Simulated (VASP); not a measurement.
# I (Fmmm) in VASP: further runs

I is run at these levels: r2SCAN+D3(BJ); tasks: single point.

All numbers are computed with VASP 6.6.1; they aren't measurements. Logs are shortened: lines on timing, memory, paths and dates and some standing lists are left out, and cuts for length are marked.

## (1) The cell of the first run

The structure is orthorhombic, space group Fmmm (No. 69). The conventional cell has a = 4.384 Å, b = 4.731 Å, c = 7.820 Å, α = 90.00°, β = 90.00°, γ = 90.00°. I (site symmetry mmm) has 4 I at 3.23 Å within 4.2 Å.

## (2) Single point, r2SCAN+D3(BJ)

Input file POSCAR:

```
I
1.0
    0.0000000000      2.3656000000      3.9098400000
    2.1922450000      0.0000000000      3.9098400000
    2.1922450000      2.3656000000      0.0000000000
I
1
Direct
    0.0000000000      0.0000000000      0.0000000000
```

Input file INCAR.step1:

```
SYSTEM = I
ALGO     = Normal         ! electronic algorithm
EDIFF    = 1E-4           ! SCF threshold, eV
ENCUT    = 520            ! plane-wave cutoff, eV
GGA      = PE             ! functional
ISMEAR   = -1             ! smearing method
LASPH    = .True.         ! aspherical terms in the spheres
LCHARG   = .False.        ! write CHGCAR
LREAL    = .False.        ! projectors in reciprocal space
LWAVE    = .True.         ! write WAVECAR
NBANDS   = 10             ! bands
NELM     = 60             ! most SCF steps
PREC     = Accurate       ! precision mode
SIGMA    = 0.1            ! smearing width, eV
```

Input file INCAR.step2:

```
SYSTEM = I
ALGO     = Normal         ! electronic algorithm
EDIFF    = 1E-6           ! SCF threshold, eV
ENCUT    = 520            ! plane-wave cutoff, eV
ISIF     = 2              ! what is computed and relaxed
ISMEAR   = -1             ! smearing method
ISTART   = 1            
IVDW     = 12             ! dispersion correction
LASPH    = .True.         ! aspherical terms in the spheres
LCHARG   = .True.         ! write CHGCAR
LELF     = .True.         ! ELF
LMIXTAU  = .True.       
LREAL    = .False.        ! projectors in reciprocal space
LVHAR    = .True.       
LWAVE    = .False.        ! write WAVECAR
METAGGA  = R2SCAN         ! meta-GGA
NBANDS   = 10             ! bands
NELM     = 60             ! most SCF steps
PREC     = Accurate       ! precision mode
SIGMA    = 0.1            ! smearing width, eV
VDW_A1   = 0.49484001   
VDW_A2   = 5.73083694   
VDW_S6   = 1.0          
VDW_S8   = 0.78981345
```

Input file KPOINTS:

```
k-points
0
Gamma
  9 9 9
  0 0 0
```

Potentials or basis: VASP PAW PBE potentials, release 64 (I).

Command:

```sh
cat potpaw_PBE.64/I/POTCAR > POTCAR
cp INCAR.step1 INCAR
mpirun -np 1 vasp_std > vasp.out
cp INCAR.step2 INCAR
mpirun -np 1 vasp_std > vasp.out
```

OUTCAR:

```text
SYSTEM = I
   EDIFF = 1E-6
   ENCUT = 520
   ISIF = 2
   ISMEAR = -1
   ISTART = 1
   IVDW = 12
   LASPH = .True.
   LREAL = .False.
   METAGGA = R2SCAN
   NELM = 60
   PREC = Accurate
 IVDW          = 12

 ion  position               nearest neighbor table
   1  0.000  0.000  0.000-

  LATTYP: Found a face centered orthorhombic cell.
 ALAT       =     4.3844900000
 B/A-ratio  =     1.0790764718
 C/A-ratio  =     1.7834867909

  Lattice vectors:

 A1 = (   0.0000000000,   2.3656000000,   3.9098400000)
 A2 = (   2.1922450000,   0.0000000000,   3.9098400000)
 A3 = (   2.1922450000,   2.3656000000,   0.0000000000)

Analysis of symmetry for initial positions (statically):
=====================================================================
 Subroutine PRICEL returns:
 Original cell was already a primitive cell.

 Routine SETGRP: Setting up the symmetry group for a
 face centered orthorhombic supercell.

 Subroutine GETGRP returns: Found  8 space group operations
 (whereof  8 operations were pure point group operations)
 out of a pool of  8 trial point group operations.

The static configuration has the point symmetry D_2h.

Analysis of symmetry for dynamics (positions and initial velocities):
=====================================================================
 Subroutine PRICEL returns:
 Original cell was already a primitive cell.

 Routine SETGRP: Setting up the symmetry group for a
 face centered orthorhombic supercell.

 Subroutine GETGRP returns: Found  8 space group operations
 (whereof  8 operations were pure point group operations)
 out of a pool of  8 trial point group operations.

The dynamic configuration has the point symmetry D_2h.

 Subroutine INISYM returns: Found  8 space group operations
 (whereof  8 operations are pure point group operations),
 and found     1 'primitive' translations

----------------------------------------------------------------------------------------

                                     Primitive cell

  volume of cell :      40.5527

  direct lattice vectors                    reciprocal lattice vectors
     0.000000000  2.365600000  3.909840000    -0.228076698  0.211362868  0.127882471
     2.192245000  0.000000000  3.909840000     0.228076698 -0.211362868  0.127882471
     2.192245000  2.365600000  0.000000000     0.228076698  0.211362868 -0.127882471

  length of vectors
     4.569782510  4.482497849  3.225213404     0.336224877  0.336224877  0.336224877

  position of ions in fractional coordinates (direct lattice)
     0.000000000  0.000000000  0.000000000

  ion indices of the primitive-cell ions
   primitive index   ion index
                 1           1

----------------------------------------------------------------------------------------

 KPOINTS: k-points

Automatic generation of k-mesh.
 Grid dimensions read from file:
 generate k-points for:    9    9    9

 Generating k-lattice:

  Cartesian coordinates                     Fractional coordinates (reciprocal lattice)
    -0.025341855  0.023484763  0.014209163     0.111111111  0.000000000 -0.000000000
     0.025341855 -0.023484763  0.014209163     0.000000000  0.111111111  0.000000000
     0.025341855  0.023484763 -0.014209163    -0.000000000  0.000000000  0.111111111

  Length of vectors
     0.037358320  0.037358320  0.037358320

  Shift w.r.t. Gamma in fractional coordinates (k-lattice)
     0.000000000  0.000000000  0.000000000

 Subroutine IBZKPT returns following result:
 ===========================================

 Found    125 irreducible k-points:

 Following reciprocal coordinates:
            Coordinates               Weight
  0.000000  0.000000  0.000000      1.000000
  0.111111 -0.000000 -0.000000      8.000000
  0.222222  0.000000  0.000000      8.000000
  0.333333  0.000000  0.000000      8.000000
  0.444444  0.000000  0.000000      8.000000
  0.111111  0.111111  0.000000      2.000000
[... 16 lines left out ...]
 -0.333333  0.333333 -0.000000      4.000000
  0.444444  0.444444  0.000000      2.000000
 [... further k-points ...]
   k-points           NKPTS =    125   k-points in BZ     NKDIM =    125   number of bands    NBANDS=     10
   number of dos      NEDOS =    301   number of ions     NIONS =      1
   total plane-waves  NPLWV =  31104
   dimension x,y,z NGX =    36 NGY =   36 NGZ =   24
   dimension x,y,z NGXF=    72 NGYF=   72 NGZF=   48
   ions per type =               1
   NGX,Y,Z   is equivalent  to a cutoff of  13.10, 13.35, 12.37 a.u.
   NGXF,Y,Z  is equivalent  to a cutoff of  26.19, 26.70, 24.74 a.u.
 SYSTEM =  I
   PREC   = accura    normal or accurate (medium, high low for compatibility)
   ISTART =      1    job   : 0-new  1-cont  2-samecut
   ICHARG =      0    charge: 1-file 2-atom 10-const
   ISPIN  =      1    spin polarized calculation?
   LNONCOLLINEAR =      F non collinear calculations
   LSORBIT =      F    spin-orbit coupling
   LASPH  =      T    aspherical Exc in radial PAW
   ENCUT  =  520.0 eV  38.22 Ry    6.18 a.u.   8.50  8.33  6.00*2*pi/ulx,y,z
   NELM   =     60;   NELMIN=  2; NELMDL=  0     # of ELM steps
   EDIFF  = 0.1E-05   stopping-criterion for ELM
   LREAL  =      F    real-space projection
   EDIFFG = 0.1E-04   stopping-criterion for IOM
   NSW    =      0    number of steps for IOM
   IBRION =     -1    ionic relax: 0-MD 1-quasi-New 2-CG
   NFREE  =      0    steps in history (QN), initial steepest desc. (CG)
   ISIF   =      2    stress and relaxation
   ISYM   =      2    0-nonsym 1-usesym 2-fastsym
   POTIM  = 0.5000    time-step for ionic-motion
   TEBEG  =    0.0;   TEEND  =   0.0 temperature during run
   PSTRESS=    0.0 pullay stress
   NELECT =       7.0000    total number of electrons
   NUPDOWN=      -1.0000    fix difference up-down
   EMIN   =  10.00;   EMAX   =-10.00  energy-range for DOS
   EFERMI =   0.00;   METHOD = LEGACY
   ISMEAR =    -1;   SIGMA  =   0.10  broadening in eV -4-tet -1-fermi 0-gaus
   EFERMI_NEDOS =   21; number of points for ismear=-14 and -15
   IALGO  =     38    algorithm
   IMIX   =      4    mixing-type and parameters
     AMIX     =   0.40;   BMIX     =  1.00
     AMIX_MAG =   1.60;   BMIX_MAG =  1.00
  volume/ion in A,a.u.               =      40.55       273.66
  Fermi-wavevector in a.u.,A,eV,Ry     =   0.911523  1.722529 11.304734  0.830875
  Thomas-Fermi vector in A             =   2.035812
   LORBIT       =      0    0 simple, 1 ext, 2 COOP (PROOUT), +10 PAW based schemes
   METAGGA = R2SCAN    functional components
   LHFCALC =     F    Hartree Fock is set to
   AEXX    =    0.0000 exact exchange contribution
   IVDW    =    12    specifies the selected vdW correction
   LEPSILON=     F    determine dielectric tensor
   LRPA    =     F    only Hartree local field effects (RPA)
 non-spin polarized calculation
  energy-cutoff  :      520.00
  volume of cell :       40.55
 maximum number of plane-waves:      1109
 NGX is ok and might be reduce to    36
   NGX = 17   NGY = 17   NGZ = 11

 number of electron       7.0000000 magnetization

 Free energy of the ion-electron system (eV)
  ---------------------------------------------------
  ext. energy  EPLUGINS =         0.00000000
  ---------------------------------------------------
  free energy    TOTEN  =       -24.40882590 eV

  energy without entropy =      -24.38910557  energy(sigma->0) =      -24.39896573

 E-fermi :   3.3282     XC(G=0):  -8.6743

 val. band max:        3.3205673374   @ k =   0.4444   0.3333   0.1111
 cond. band min:       3.3503634845   @ k =  -0.1111   0.1111   0.1111
 fundamental gap:      0.0297961471
 Fermi energy:         3.3282183853

 k-point     1 :       0.0000    0.0000    0.0000
  band No.  band energies     occupation
      1     -11.1390      2.00000
      2       1.1929      2.00000
      3       4.1003      0.00089
      4       4.4131      0.00004
      5       8.2926      0.00000
      6      11.1886      0.00000
      7      12.2108      0.00000
      8      16.0119      0.00000
      9      16.3327      0.00000
     10      16.4494      0.00000

 k-point     2 :       0.1111   -0.0000   -0.0000
  band No.  band energies     occupation
      1     -10.9991      2.00000
      2       1.1930      2.00000
      3       3.1050      1.80623
      4       4.3574      0.00007
      5       8.6470      0.00000
      6      11.6600      0.00000
      7      13.2238      0.00000
      8      13.8368      0.00000
      9      16.3370      0.00000
     10      17.2032      0.00000

 k-point     3 :       0.2222    0.0000    0.0000
  band No.  band energies     occupation
      1     -10.6076      2.00000
      2       0.9246      2.00000
      3       1.3362      2.00000
      4       4.5755      0.00001
      5       9.3855      0.00000
      6      11.9123      0.00000
      7      12.1211      0.00000
      8      15.9928      0.00000
      9      16.7995      0.00000
     10      17.6459      0.00000

 k-point     4 :       0.3333    0.0000    0.0000
  band No.  band energies     occupation
      1     -10.0723      2.00000
      2      -0.8716      2.00000
      3       1.3359      2.00000
      4       4.8613      0.00000
      5       9.1946      0.00000
      6      12.1972      0.00000
      7      12.5793      0.00000
      8      16.0740      0.00000
      9      17.6139      0.00000
     10      18.2941      0.00000

 k-point     5 :       0.4444    0.0000    0.0000
  band No.  band energies     occupation
      1      -9.6410      2.00000
      2      -2.0076      2.00000
      3       1.4074      2.00000
      4       5.0676      0.00000
      5       8.5559      0.00000
      6      12.9253      0.00000
      7      14.0211      0.00000
      8      15.7442      0.00000
      9      16.8179      0.00000
     10      17.2045      0.00000

 k-point     6 :       0.1111    0.1111    0.0000
  band No.  band energies     occupation
      1     -11.1100      2.00000
      2       0.8540      2.00000
      3       4.0715      0.00118
      4       4.3871      0.00005
      5       8.9153      0.00000
      6      11.1162      0.00000
      7      12.0535      0.00000
      8      16.2383      0.00000
      9      16.5479      0.00000
     10      16.8228      0.00000
[... 183 lines left out ...]
 k-point    21 :       0.4444    0.3333   -0.0000
  band No.  band energies     occupation
      1     -10.7818      2.00000
      2      -0.6258      2.00000
      3       2.8985      1.97316
      4       4.1736      0.00043
      5      11.1108      0.00000
      6      12.4115      0.00000
      7      13.3430      0.00000
      8      16.9649      0.00000
      9      18.5604      0.00000
     10      19.3284      0.00000

 k-point    22 :      -0.4444    0.3333    0.0000
  band No.  band energies     occupation
      1     -10.4079      2.00000
      2      -0.3498      2.00000
      3       0.8396      2.00000
      4       4.4142      0.00004
      5      11.5250      0.00000
      6      12.5776      0.00000
      7      14.9212      0.00000
      8      17.2884      0.00000
      9      17.8074      0.00000
     10      18.1922      0.00000

 k-point    23 :      -0.3333    0.3333   -0.0000
  band No.  band energies     occupation
      1      -9.9365      2.00000
      2      -0.9730      2.00000
      3       0.2527      2.00000
      4       4.7589      0.00000
      5      11.1412      0.00000
      6      12.1277      0.00000
      7      14.3956      0.00000
      8      16.3784      0.00000
      9      18.3884      0.00000
     10      18.7553      0.00000

 k-point    24 :       0.4444    0.4444    0.0000
  band No.  band energies     occupation
      1     -10.8848      2.00000
      2      -0.9172      2.00000
      3       3.8724      0.00862
      4       4.2061      0.00031
      5      10.6731      0.00000
      6      11.2425      0.00000
      7      14.3911      0.00000
      8      18.8816      0.00000
      9      18.8964      0.00000
     10      19.0878      0.00000

 [... further k-points ...]

------------------------ aborting loop because EDIFF is reached ----------------------------------------

 Edisp (eV)   -0.15138

 E8    (eV) :    -0.0527

  FORCE on cell =-STRESS in cart. coord.  units (eV):
  Direction    XX          YY          ZZ          XY          YZ          ZX
  --------------------------------------------------------------------------------------
  -------------------------------------------------------------------------------------
  Total      -0.12873    -0.15637    -0.15124    -0.00000     0.00000     0.00000
  in kB      -5.08575    -6.17801    -5.97539    -0.00000     0.00000     0.00000
  external pressure =       -5.75 kB  Pullay stress =        0.00 kB

 VOLUME and BASIS-vectors are now :
 -----------------------------------------------------------------------------
  energy-cutoff  :      520.00
  volume of cell :       40.55
      direct lattice vectors                 reciprocal lattice vectors
     0.000000000  2.365600000  3.909840000    -0.228076698  0.211362868  0.127882471
     2.192245000  0.000000000  3.909840000     0.228076698 -0.211362868  0.127882471
     2.192245000  2.365600000  0.000000000     0.228076698  0.211362868 -0.127882471

 POSITION                                       TOTAL-FORCE (eV/Angst)
 -----------------------------------------------------------------------------------
      0.00000      0.00000      0.00000         0.000000      0.000000      0.000000
 -----------------------------------------------------------------------------------
    total drift:                                0.000000      0.000000     -0.000000

  FREE ENERGIE OF THE ION-ELECTRON SYSTEM (eV)
  ---------------------------------------------------
  free  energy   TOTEN  =       -24.5602028934 eV

  energy  without entropy=      -24.5404825583  energy(sigma->0) =      -24.55034273
```

Run time: 6.8 min. Hardware: 1 thread of AMD EPYC 7R13, shared host; peak memory 0.19 GiB.

Results:

```yaml
Free_energy: -24.5602 eV
Pressure: -0.6 GPa
Band_gap_on_the_k_mesh: zero (an odd number of electrons rules out a gap without spin polarisation)
Dispersion_energy_per_atom: -0.151 eV
```

Stress tensor (GPa, compression positive):
```
-0.51  0.00  0.00
 0.00 -0.62  0.00
 0.00  0.00 -0.60
```

Caveat: the PAW data sets were made with another functional, which shifts forces and pressure a little; spin-orbit coupling is left out, which moves the levels of the heavy elements; an odd number of electrons without spin polarisation forces a metal; a magnetic or distorted state may lie lower.

## (3) Single point, r2SCAN+D3(BJ)

POSCAR is that of step 2.

Input file INCAR.step1:

```
  ALGO = Normal
  EDIFF = 1E-4
  ENCUT = 520
  GGA = PE
  ISMEAR = -1
  LASPH = T
  LCHARG = F
  LREAL = F
  LWAVE = T
  NBANDS = 10
  NELM = 100
  PREC = Accurate
  SIGMA = 0.1
```

Input file INCAR.step2:

```
  ALGO = Normal
  EDIFF = 1E-6
  ENCUT = 520
  ISIF = 2
  ISMEAR = -1
  ISTART = 1
  IVDW = 12
  LASPH = T
  LCHARG = F
  LMIXTAU = T
  LREAL = F
  LWAVE = F
  METAGGA = R2SCAN
  NBANDS = 10
  NELM = 100
  PREC = Accurate
  SIGMA = 0.1
  VDW_A1 = 0.49484001
  VDW_A2 = 5.73083694
  VDW_S6 = 1.0
  VDW_S8 = 0.78981345
```

Input file KPOINTS:

```
k-points
0
Gamma
  9 9 9
```

Potentials or basis: VASP PAW PBE potentials, release 64 (I).

Command:

```sh
cat potpaw_PBE.64/I/POTCAR > POTCAR
cp INCAR.step1 INCAR
mpirun -np 1 vasp_std > vasp.out
cp INCAR.step2 INCAR
mpirun -np 1 vasp_std > vasp.out
```

It took 7.6 min on 1 thread of AMD EPYC 7R13, shared host; peak memory 0.18 GiB.

The run converged. Its results:

```yaml
Free_energy: -24.5602 eV
Pressure: -0.6 GPa
Band_gap_on_the_k_mesh: zero (an odd number of electrons rules out a gap without spin polarisation)
Dispersion_energy_per_atom: -0.151 eV
```

Stress tensor (GPa, compression positive):
```
-0.51  0.00  0.00
 0.00 -0.62  0.00
 0.00  0.00 -0.60
```

Levels at points of the mesh, in eV from the Fermi level:
| k point | band 2 | band 3 | band 4 | band 5 | band 6 | band 7 |
| --- | --- | --- | --- | --- | --- | --- |
| (0.00, 0.00, 0.00) | -2.14 | 0.77 | 1.08 | 4.96 | 7.86 | 8.88 |

Caveat: the PAW data sets were made with another functional, which shifts forces and pressure a little; spin-orbit coupling is left out, which moves the levels of the heavy elements; an odd number of electrons without spin polarisation forces a metal; a magnetic or distorted state may lie lower.
